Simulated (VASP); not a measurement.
# P (Fm-3m) in VASP: single point with PBE

Aim: the single point of P with PBE.

Program: VASP 6.6.1. These are calculated values, not measurements. Logs are shortened: lines on timing, memory, paths and dates and some standing lists are left out, and cuts for length are marked.

## 1. The cell of the first run

The structure is cubic, space group Fm-3m (No. 225). The conventional cell has a = 4.146 Å, b = 4.146 Å, c = 4.146 Å, α = 90.00°, β = 90.00°, γ = 90.00°. P (site symmetry m-3m) has 12 P at 2.93 Å within 3.9 Å.

This isn't the form of P at room conditions, which is orthorhombic.

## 2. Single point, PBE (N replaced by P, lengths x 1.304, strained)

INCAR

```
PREC     = Accurate       # precision mode
ENCUT    = 520            # plane-wave cutoff, eV
EDIFF    = 1E-6           # SCF threshold, eV
ISMEAR   = 0              # smearing method
SIGMA    = 0.1            # smearing width, eV
LREAL    = False          # projectors in reciprocal space
LASPH    = True           # aspherical terms in the spheres
NELM     = 60             # most SCF steps
ALGO     = Normal         # electronic algorithm
ISIF     = 2              # what is computed and relaxed
LWAVE    = False          # write WAVECAR
LCHARG   = False          # write CHGCAR
GGA      = PE             # functional
NBANDS   = 8              # bands
```

KPOINTS

```
regular mesh
0
Gamma
  8 8 8
```

POSCAR

```
P
1.0
    0.0000000000      2.0730454022      2.0730454022
    2.0730454022      0.0000000000      2.0730454022
    2.0730454022      2.0730454022      0.0000000000
P
1
Direct
    0.0000000000      0.0000000000      0.0000000000
```

Potentials or basis: VASP PAW PBE potentials, release 64 (P).

The run is started by

```console
$ cat potpaw_PBE.64/P/POTCAR > POTCAR
$ mpirun -np 1 vasp_std > vasp.out
```

OUTCAR:

```text
PREC = Accurate
   ENCUT = 520
   EDIFF = 1E-6
   ISMEAR = 0
   LREAL = False
   LASPH = True
   NELM = 60
   ISIF = 2
   GGA = PE

 ion  position               nearest neighbor table
   1  0.000  0.000  0.000-

  LATTYP: Found a face centered cubic cell.
 ALAT       =     4.1460908044

  Lattice vectors:

 A1 = (   0.0000000000,   2.0730454022,   2.0730454022)
 A2 = (   2.0730454022,   0.0000000000,   2.0730454022)
 A3 = (   2.0730454022,   2.0730454022,   0.0000000000)

Analysis of symmetry for initial positions (statically):
=====================================================================
 Subroutine PRICEL returns:
 Original cell was already a primitive cell.

 Routine SETGRP: Setting up the symmetry group for a
 face centered cubic supercell.

 Subroutine GETGRP returns: Found 48 space group operations
 (whereof 48 operations were pure point group operations)
 out of a pool of 48 trial point group operations.

The static configuration has the point symmetry O_h .

Analysis of symmetry for dynamics (positions and initial velocities):
=====================================================================
 Subroutine PRICEL returns:
 Original cell was already a primitive cell.

 Routine SETGRP: Setting up the symmetry group for a
 face centered cubic supercell.

 Subroutine GETGRP returns: Found 48 space group operations
 (whereof 48 operations were pure point group operations)
 out of a pool of 48 trial point group operations.

The dynamic configuration has the point symmetry O_h .

 Subroutine INISYM returns: Found 48 space group operations
 (whereof 48 operations are pure point group operations),
 and found     1 'primitive' translations

----------------------------------------------------------------------------------------

                                     Primitive cell

  volume of cell :      17.8179

  direct lattice vectors                    reciprocal lattice vectors
     0.000000000  2.073045402  2.073045402    -0.241191051  0.241191051  0.241191051
     2.073045402  0.000000000  2.073045402     0.241191051 -0.241191051  0.241191051
     2.073045402  2.073045402  0.000000000     0.241191051  0.241191051 -0.241191051

  length of vectors
     2.931728923  2.931728923  2.931728923     0.417755155  0.417755155  0.417755155

  position of ions in fractional coordinates (direct lattice)
     0.000000000  0.000000000  0.000000000

  ion indices of the primitive-cell ions
   primitive index   ion index
                 1           1

----------------------------------------------------------------------------------------

 KPOINTS: regular mesh

Automatic generation of k-mesh.
 Grid dimensions read from file:
 generate k-points for:    8    8    8

 Generating k-lattice:

  Cartesian coordinates                     Fractional coordinates (reciprocal lattice)
    -0.030148881  0.030148881  0.030148881     0.125000000  0.000000000  0.000000000
     0.030148881 -0.030148881  0.030148881     0.000000000  0.125000000  0.000000000
     0.030148881  0.030148881 -0.030148881     0.000000000  0.000000000  0.125000000

  Length of vectors
     0.052219394  0.052219394  0.052219394

  Shift w.r.t. Gamma in fractional coordinates (k-lattice)
     0.000000000  0.000000000  0.000000000

 Subroutine IBZKPT returns following result:
 ===========================================

 Found     29 irreducible k-points:

 Following reciprocal coordinates:
            Coordinates               Weight
  0.000000  0.000000  0.000000      1.000000
  0.125000  0.000000  0.000000      8.000000
  0.250000  0.000000  0.000000      8.000000
  0.375000  0.000000  0.000000      8.000000
  0.500000  0.000000  0.000000      4.000000
  0.125000  0.125000  0.000000      6.000000
[... 16 lines left out ...]
  0.500000  0.250000  0.125000     48.000000
 -0.375000  0.250000  0.125000     24.000000
 [... further k-points ...]
   k-points           NKPTS =     29   k-points in BZ     NKDIM =     29   number of bands    NBANDS=      8
   number of dos      NEDOS =    301   number of ions     NIONS =      1
   total plane-waves  NPLWV =  13824
   dimension x,y,z NGX =    24 NGY =   24 NGZ =   24
   dimension x,y,z NGXF=    48 NGYF=   48 NGZF=   48
   ions per type =               1
   NGX,Y,Z   is equivalent  to a cutoff of  13.61, 13.61, 13.61 a.u.
   NGXF,Y,Z  is equivalent  to a cutoff of  27.22, 27.22, 27.22 a.u.
 SYSTEM =  unknown system
   PREC   = accura    normal or accurate (medium, high low for compatibility)
   ISTART =      0    job   : 0-new  1-cont  2-samecut
   ICHARG =      2    charge: 1-file 2-atom 10-const
   ISPIN  =      1    spin polarized calculation?
   LNONCOLLINEAR =      F non collinear calculations
   LSORBIT =      F    spin-orbit coupling
   LASPH  =      T    aspherical Exc in radial PAW
   ENCUT  =  520.0 eV  38.22 Ry    6.18 a.u.   5.45  5.45  5.45*2*pi/ulx,y,z
   NELM   =     60;   NELMIN=  2; NELMDL= -5     # of ELM steps
   EDIFF  = 0.1E-05   stopping-criterion for ELM
   LREAL  =      F    real-space projection
   EDIFFG = 0.1E-04   stopping-criterion for IOM
   NSW    =      0    number of steps for IOM
   IBRION =     -1    ionic relax: 0-MD 1-quasi-New 2-CG
   NFREE  =      0    steps in history (QN), initial steepest desc. (CG)
   ISIF   =      2    stress and relaxation
   ISYM   =      2    0-nonsym 1-usesym 2-fastsym
   POTIM  = 0.5000    time-step for ionic-motion
   TEBEG  =    0.0;   TEEND  =   0.0 temperature during run
   PSTRESS=    0.0 pullay stress
   NELECT =       5.0000    total number of electrons
   NUPDOWN=      -1.0000    fix difference up-down
   EMIN   =  10.00;   EMAX   =-10.00  energy-range for DOS
   EFERMI =   0.00;   METHOD = LEGACY
   ISMEAR =     0;   SIGMA  =   0.10  broadening in eV -4-tet -1-fermi 0-gaus
   EFERMI_NEDOS =   21; number of points for ismear=-14 and -15
   IALGO  =     38    algorithm
   IMIX   =      4    mixing-type and parameters
     AMIX     =   0.40;   BMIX     =  1.00
     AMIX_MAG =   1.60;   BMIX_MAG =  1.00
  volume/ion in A,a.u.               =      17.82       120.24
  Fermi-wavevector in a.u.,A,eV,Ry     =   1.071797  2.025403 15.629687  1.148750
  Thomas-Fermi vector in A             =   2.207548
   LORBIT       =      0    0 simple, 1 ext, 2 COOP (PROOUT), +10 PAW based schemes
   GGA     = PE    functional components
   LHFCALC =     F    Hartree Fock is set to
   AEXX    =    0.0000 exact exchange contribution
   IVDW    =     0    specifies the selected vdW correction
   LEPSILON=     F    determine dielectric tensor
   LRPA    =     F    only Hartree local field effects (RPA)
 non-spin polarized calculation
 Gauss-broadening in eV      SIGMA  =   0.10
  energy-cutoff  :      520.00
  volume of cell :       17.82
 maximum number of plane-waves:       531
 NGX is ok and might be reduce to    24
   NGX = 11   NGY = 11   NGZ = 11

 number of electron       4.9999999 magnetization

 Free energy of the ion-electron system (eV)
  ---------------------------------------------------
  ext. energy  EPLUGINS =         0.00000000
  ---------------------------------------------------
  free energy    TOTEN  =        -4.35353946 eV

  energy without entropy =       -4.34824111  energy(sigma->0) =       -4.35089029

 E-fermi :   6.9335     XC(G=0): -10.5939

 val. band max:        6.7905192939   @ k =   0.5000   0.2500   0.1250
 cond. band min:       6.9718527972   @ k =  -0.3750   0.3750   0.1250
 fundamental gap:      0.1813335033
 Fermi energy:         6.9334661444

 k-point     1 :       0.0000    0.0000    0.0000
  band No.  band energies     occupation
      1      -7.2964      2.00000
      2      12.2263      0.00000
      3      12.2263      0.00000
      4      12.2263      0.00000
      5      18.1303      0.00000
      6      18.1303      0.00000
      7      18.1303      0.00000
      8      22.3312      0.00000

 k-point     2 :       0.1250    0.0000    0.0000
  band No.  band energies     occupation
      1      -6.9288      2.00000
      2      10.0645      0.00000
      3      11.8855      0.00000
      4      11.8855      0.00000
      5      17.7769      0.00000
      6      18.7592      0.00000
      7      18.7592      0.00000
      8      22.4405      0.00000

 k-point     3 :       0.2500    0.0000    0.0000
  band No.  band energies     occupation
      1      -5.8453      2.00000
      2       6.2361      2.00000
      3      11.2910      0.00000
      4      11.2910      0.00000
      5      17.0640      0.00000
      6      18.7945      0.00000
      7      18.7945      0.00000
      8      22.8314      0.00000

 k-point     4 :       0.3750    0.0000    0.0000
  band No.  band energies     occupation
      1      -4.1558      2.00000
      2       2.6491      2.00000
      3      10.8758      0.00000
      4      10.8758      0.00000
      5      16.5941      0.00000
      6      17.7781      0.00000
      7      17.7781      0.00000
      8      22.9418      0.00000

 k-point     5 :       0.5000    0.0000    0.0000
  band No.  band energies     occupation
      1      -2.7854      2.00000
      2       0.6211      2.00000
      3      10.7379      0.00000
      4      10.7379      0.00000
      5      16.4479      0.00000
      6      17.3444      0.00000
      7      17.3444      0.00000
      8      22.4206      0.00000
[... 177 lines left out ...]
 k-point    22 :       0.3750    0.2500    0.1250
  band No.  band energies     occupation
      1      -4.8937      2.00000
      2       6.3788      2.00000
      3       7.5833      0.00000
      4      10.2111      0.00000
      5      16.5775      0.00000
      6      16.9665      0.00000
      7      20.1996      0.00000
      8      22.5928      0.00000

 k-point    23 :       0.5000    0.2500    0.1250
  band No.  band energies     occupation
      1      -3.2436      2.00000
      2       3.4485      2.00000
      3       6.7905      1.95678
      4       9.1413      0.00000
      5      16.2478      0.00000
      6      18.0787      0.00000
      7      20.1382      0.00000
      8      23.0254      0.00000

 k-point    24 :      -0.3750    0.2500    0.1250
  band No.  band energies     occupation
      1      -1.9345      2.00000
      2       1.5515      2.00000
      3       6.7334      1.99533
      4       8.6196      0.00000
      5      16.1337      0.00000
      6      17.8590      0.00000
      7      21.6572      0.00000
      8      23.0430      0.00000

 [... further k-points ...]

------------------------ aborting loop because EDIFF is reached ----------------------------------------

  FORCE on cell =-STRESS in cart. coord.  units (eV):
  Direction    XX          YY          ZZ          XY          YZ          ZX
  --------------------------------------------------------------------------------------
  -------------------------------------------------------------------------------------
  Total       -1.2544462     -1.2544462     -1.2544462      0.0000000      0.0000000      0.0000000
  in kB     -112.7992467   -112.7992467   -112.7992467      0.0000000      0.0000000      0.0000000
  external PRESSURE =    -112.7992467 kB  Pullay stress =       0.0000000 kB

 VOLUME and BASIS-vectors are now :
 -----------------------------------------------------------------------------
  energy-cutoff  :      520.00
  volume of cell :       17.82
      direct lattice vectors                 reciprocal lattice vectors
     0.000000000  2.073045402  2.073045402    -0.241191051  0.241191051  0.241191051
     2.073045402  0.000000000  2.073045402     0.241191051 -0.241191051  0.241191051
     2.073045402  2.073045402  0.000000000     0.241191051  0.241191051 -0.241191051

 POSITION                                       TOTAL-FORCE (eV/Angst)
 -----------------------------------------------------------------------------------
      0.00000      0.00000      0.00000         0.000000      0.000000      0.000000
 -----------------------------------------------------------------------------------
    total drift:                                0.000000      0.000000     -0.000000

  FREE ENERGIE OF THE ION-ELECTRON SYSTEM (eV)
  ---------------------------------------------------
  free  energy   TOTEN  =        -4.3535394594 eV

  energy  without entropy=       -4.3482411113  energy(sigma->0) =       -4.35089029
```

Run time: 3.2 s. Hardware: 1 thread of Intel Xeon Platinum 8559C (Emerald Rapids), shared host; peak memory 0.12 GiB.

What came out:

```
Free energy            : -4.3535 eV
Pressure               : -11.3 GPa
Band gap on the k mesh : zero (an odd number of electrons rules out a gap without spin polarisation)
```

Levels at points of the mesh, in eV from the Fermi level:
```csv
k point,band 1,band 2,band 3,band 4,band 5,band 6,band 7
"(0.00, 0.00, 0.00)",-14.23,5.29,5.29,5.29,11.20,11.20,11.20
"(0.50, 0.00, 0.00)",-9.72,-6.31,3.80,3.80,9.51,10.41,10.41
"(0.50, 0.50, 0.00)",-7.79,-5.25,0.68,0.68,5.10,5.17,20.86
```

Caveat: the cell differs from its parent crystal (N replaced by P, lengths x 1.304, strained); the cell stands under tension; an odd number of electrons without spin polarisation forces a metal; a magnetic or distorted state may lie lower.

The gap in the log of VASP goes by the Fermi energy; the results here count the filled bands.